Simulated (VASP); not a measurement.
# Na (Im-3m) in VASP: further runs, part 2 of 2

VASP 6.6.1. The steps go on from the part before.

**5. Single point, r2SCAN**

POSCAR

```
Na
1.0
   -2.1125000000      2.1125000000      2.1125000000
    2.1125000000     -2.1125000000      2.1125000000
    2.1125000000      2.1125000000     -2.1125000000
Na
1
Direct
    0.0000000000      0.0000000000      0.0000000000
```

INCAR.step1

```
SYSTEM = Na
  PREC = Accurate
  ENCUT = 520
  ISMEAR = 0
  SIGMA = 0.6
  LREAL = .False.
  LASPH = .True.
  NELM = 60
  NBANDS = 10
  GGA = PE
  ALGO = Normal
  EDIFF = 1E-4
  LWAVE = .True.
  LCHARG = .False.
```

INCAR.step2

```
SYSTEM = Na
  PREC = Accurate
  ENCUT = 520
  EDIFF = 1E-6
  ISMEAR = 0
  SIGMA = 0.6
  LREAL = .False.
  LASPH = .True.
  NELM = 60
  ALGO = Normal
  ISIF = 2
  LWAVE = .False.
  LCHARG = .True.
  METAGGA = R2SCAN
  LMIXTAU = .True.
  LELF = .True.
  LVHAR = .True.
  NBANDS = 10
  ISTART = 1
```

KPOINTS

```
Automatic mesh
0
Gamma
  11 11 11
  0 0 0
```

Potentials or basis: VASP PAW PBE potentials, release 64 (Na_pv).

Command:

```bash
$ cat potpaw_PBE.64/Na_pv/POTCAR > POTCAR
$ cp INCAR.step1 INCAR
$ mpirun -np 1 vasp_std > vasp.out
$ cp INCAR.step2 INCAR
$ mpirun -np 1 vasp_std > vasp.out
```

OUTCAR:

```text
SYSTEM = Na
   PREC = Accurate
   ENCUT = 520
   EDIFF = 1E-6
   ISMEAR = 0
   LREAL = .False.
   LASPH = .True.
   NELM = 60
   ISIF = 2
   METAGGA = R2SCAN
   ISTART = 1

 ion  position               nearest neighbor table
   1  0.000  0.000  0.000-

  LATTYP: Found a body centered cubic cell.
 ALAT       =     4.2250000000

  Lattice vectors:

 A1 = (  -2.1125000000,   2.1125000000,   2.1125000000)
 A2 = (   2.1125000000,  -2.1125000000,   2.1125000000)
 A3 = (   2.1125000000,   2.1125000000,  -2.1125000000)

Analysis of symmetry for initial positions (statically):
=====================================================================
 Subroutine PRICEL returns:
 Original cell was already a primitive cell.

 Routine SETGRP: Setting up the symmetry group for a
 body centered cubic supercell.

 Subroutine GETGRP returns: Found 48 space group operations
 (whereof 48 operations were pure point group operations)
 out of a pool of 48 trial point group operations.

The static configuration has the point symmetry O_h .

Analysis of symmetry for dynamics (positions and initial velocities):
=====================================================================
 Subroutine PRICEL returns:
 Original cell was already a primitive cell.

 Routine SETGRP: Setting up the symmetry group for a
 body centered cubic supercell.

 Subroutine GETGRP returns: Found 48 space group operations
 (whereof 48 operations were pure point group operations)
 out of a pool of 48 trial point group operations.

The dynamic configuration has the point symmetry O_h .

 Subroutine INISYM returns: Found 48 space group operations
 (whereof 48 operations are pure point group operations),
 and found     1 'primitive' translations

----------------------------------------------------------------------------------------

                                     Primitive cell

  volume of cell :      37.7094

[... 110 lines left out ...]
   LORBIT       =      0    0 simple, 1 ext, 2 COOP (PROOUT), +10 PAW based schemes
   METAGGA = R2SCAN    functional components
   LHFCALC =     F    Hartree Fock is set to
   AEXX    =    0.0000 exact exchange contribution
   IVDW    =     0    specifies the selected vdW correction
   LEPSILON=     F    determine dielectric tensor
   LRPA    =     F    only Hartree local field effects (RPA)
 non-spin polarized calculation
 Gauss-broadening in eV      SIGMA  =   0.60
  energy-cutoff  :      520.00
  volume of cell :       37.71
 maximum number of plane-waves:      1027
   NGX = 13   NGY = 13   NGZ = 13

 number of electron       7.0000011 magnetization

 Free energy of the ion-electron system (eV)
  ---------------------------------------------------
  ext. energy  EPLUGINS =         0.00000000
  ---------------------------------------------------
  free energy    TOTEN  =        -3.59490021 eV

  energy without entropy =       -3.51323760  energy(sigma->0) =       -3.55406890

 E-fermi :   0.2895     XC(G=0):  -6.8714

 val. band max:        0.2663527326   @ k =  -0.3636   0.4545   0.0909
 cond. band min:       0.4095966757   @ k =   0.1818   0.1818   0.1818
 fundamental gap:      0.1432439431
 Fermi energy:         0.2895364743

 k-point     1 :       0.0000    0.0000    0.0000
  band No.  band energies     occupation
      1     -25.7271      2.00000
      2     -25.7271      2.00000
      3     -25.7268      2.00000
      4      -3.1538      2.00000
      5      12.6091      0.00000
      6      12.6097      0.00000
      7      12.6097      0.00000
      8      13.8114      0.00000
      9      13.8114      0.00000
     10      14.4168      0.00000
[... 287 lines left out ...]
 k-point    24 :       0.3636    0.1818    0.0909
  band No.  band energies     occupation
      1     -25.7547      2.00000
      2     -25.7422      2.00000
      3     -25.7323      2.00000
      4       1.6752      0.00109
      5       2.3430      0.00000
      6       5.1930      0.00000
      7       7.3527      0.00000
      8      14.4650      0.00000
      9      15.9337      0.00000
     10      17.0347      0.00000

 [... further k-points ...]

------------------------ aborting loop because EDIFF is reached ----------------------------------------

  FORCE on cell =-STRESS in cart. coord.  units (eV):
  Direction    XX          YY          ZZ          XY          YZ          ZX
  --------------------------------------------------------------------------------------
  -------------------------------------------------------------------------------------
  Total        0.0398892      0.0398892      0.0398892      0.0000000      0.0000000      0.0000000
  in kB        1.6947888      1.6947888      1.6947888      0.0000000      0.0000000      0.0000000
  external PRESSURE =       1.6947888 kB  Pullay stress =       0.0000000 kB

 VOLUME and BASIS-vectors are now :
 -----------------------------------------------------------------------------
  energy-cutoff  :      520.00
  volume of cell :       37.71
      direct lattice vectors                 reciprocal lattice vectors
    -2.112500000  2.112500000  2.112500000     0.000000000  0.236686391  0.236686391
     2.112500000 -2.112500000  2.112500000     0.236686391  0.000000000  0.236686391
     2.112500000  2.112500000 -2.112500000     0.236686391  0.236686391  0.000000000

 POSITION                                       TOTAL-FORCE (eV/Angst)
 -----------------------------------------------------------------------------------
      0.00000      0.00000      0.00000        -0.000000      0.000000      0.000000
 -----------------------------------------------------------------------------------
    total drift:                               -0.000000     -0.000000     -0.000000

  FREE ENERGIE OF THE ION-ELECTRON SYSTEM (eV)
  ---------------------------------------------------
  free  energy   TOTEN  =        -3.5949002075 eV

  energy  without entropy=       -3.5132376010  energy(sigma->0) =       -3.55406890
```

OSZICAR.step1:

```text
N       E                     dE             d eps       ncg     rms          rms(c)
DAV:   1     0.270884203070E+02    0.27088E+02   -0.38712E+03  1122   0.591E+02
DAV:   2    -0.795202794485E+00   -0.27884E+02   -0.27756E+02  1152   0.142E+02
DAV:   3    -0.134996146962E+01   -0.55476E+00   -0.55443E+00  1394   0.223E+01
DAV:   4    -0.135435894064E+01   -0.43975E-02   -0.43972E-02  1296   0.191E+00
DAV:   5    -0.135442430309E+01   -0.65362E-04   -0.65362E-04  1334   0.232E-01    0.206E-01
DAV:   6    -0.135409191831E+01    0.33238E-03   -0.48271E-04  1312   0.261E-01    0.138E-01
DAV:   7    -0.135385973045E+01    0.23219E-03   -0.99934E-04  1248   0.314E-01    0.156E-02
DAV:   8    -0.135385214487E+01    0.75856E-05   -0.43014E-05   728   0.110E-01
   1 F= -.13538521E+01 E0= -.13108683E+01  d E =-.859678E-01
```

Run time: 54 s. Hardware: 1 thread of Intel Xeon 6975P-C, shared host; peak memory 0.16 GiB.

What came out:

| Quantity | Value |
| --- | --- |
| Free energy | -3.5949 eV |
| Pressure | 0.2 GPa |

Levels at points of the mesh, in eV from the Fermi level:
```
           k point  band 1  band 2  band 3  band 4  band 5  band 6  band 7
(0.00, 0.00, 0.00)  -26.02  -26.02  -26.02   -3.44   12.32   12.32   12.32
```

Caveat: the PAW data sets were made with another functional, which shifts forces and pressure a little.

**6. Single point, r2SCAN**

POSCAR is that of step 5.

INCAR.step1

```
PREC     = Accurate       # precision mode
ENCUT    = 520            # plane-wave cutoff, eV
ISMEAR   = 0              # smearing method
SIGMA    = 1.0            # smearing width, eV
LREAL    = False          # projectors in reciprocal space
LASPH    = True           # aspherical terms in the spheres
NELM     = 80             # most SCF steps
NBANDS   = 10             # bands
GGA      = PE             # functional
ALGO     = Normal         # electronic algorithm
EDIFF    = 1E-4           # SCF threshold, eV
LWAVE    = True           # write WAVECAR
LCHARG   = False          # write CHGCAR
```

INCAR.step2

```
PREC     = Accurate       # precision mode
ENCUT    = 520            # plane-wave cutoff, eV
EDIFF    = 1E-7           # SCF threshold, eV
ISMEAR   = 0              # smearing method
SIGMA    = 1.0            # smearing width, eV
LREAL    = False          # projectors in reciprocal space
LASPH    = True           # aspherical terms in the spheres
NELM     = 80             # most SCF steps
ALGO     = Normal         # electronic algorithm
ISIF     = 2              # what is computed and relaxed
LWAVE    = False          # write WAVECAR
LCHARG   = False          # write CHGCAR
METAGGA  = R2SCAN         # meta-GGA
LMIXTAU  = True         
NBANDS   = 10             # bands
ISTART   = 1
```

KPOINTS

```
regular mesh
0
Gamma
  11 11 11
```

Potentials or basis: VASP PAW PBE potentials, release 64 (Na_pv).

Command:

```bash
$ cat potpaw_PBE.64/Na_pv/POTCAR > POTCAR
$ cp INCAR.step1 INCAR
$ mpirun -np 1 vasp_std > vasp.out
$ cp INCAR.step2 INCAR
$ mpirun -np 1 vasp_std > vasp.out
```

It took 76 s on 1 thread of Intel Xeon 6975P-C, shared host; peak memory 0.16 GiB.

Results (log left out):

```
Free energy : -3.6674 eV
Pressure    : 0.3 GPa
```

Levels at points of the mesh, in eV from the Fermi level:
| k point | band 1 | band 2 | band 3 | band 4 | band 5 | band 6 | band 7 | band 8 |
| --- | --- | --- | --- | --- | --- | --- | --- | --- |
| (0.00, 0.00, 0.00) | -25.98 | -25.98 | -25.98 | -3.41 | 12.36 | 12.36 | 12.36 | 13.56 |

Caveat: the PAW data sets were made with another functional, which shifts forces and pressure a little.

**7. Overview**

```tsv
smearing	gap on the mesh (eV)	pressure (GPa)
gaussian 0.1 eV	none	0.1
gaussian 0.2 eV	none	0.1
gaussian 0.3 eV	none	0.1
gaussian 0.6 eV	none	0.2
gaussian 1 eV	none	0.3
```

Alike in all rows: task single point; level r2SCAN; potentials or basis VASP PAW PBE potentials, release 64 (Na_pv); no spin polarisation; cell as given; k mesh 11 × 11 × 11; cutoff (eV) 520.

Every run on the cell as given and a fine mesh finds a metal.

Caveats: the PAW data sets were made with another functional, which shifts forces and pressure a little.

Absolute energies hang on the potentials; compare differences alone.
